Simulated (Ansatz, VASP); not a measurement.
Ge: VASP beside Ansatz

```
Ge
1.0
    -2.58290    2.58634    1.42039
     2.58634   -2.58290    1.42039
     2.59758    2.59758   -1.41408
Ge
2
Direct
  0.99994 0.00006 0.00000
  0.75006 0.24994 0.50000
```

Alike in both runs: task single point; functional PBEsol; k mesh 21 × 21 × 14; occupations fermi-dirac, width 0.1 eV; no spin polarisation.

```csv
,VASP,Ansatz
version,VASP 6.6.1,Ansatz 0.2.0
potentials or method,"VASP PAW PBE potentials, release 64 (Ge_d), cutoff 520 eV","plane waves (420 eV) with PAW, scalar-relativistic"
valence electrons in the cell,28,28
```

|  | VASP | Ansatz | Ansatz less VASP |
| --- | --- | --- | --- |
| pressure (GPa) | -2.9 | -2.8 | +0.13 |
| traceless stress, the component that is largest in VASP (GPa) | -0.26 | -0.25 | +0.002 |

VASP's potentials were made for PBE, not for PBEsol, and Ansatz warns of the same on its side. The functional is the same, so the differences come from potentials, cutoffs and numerics.
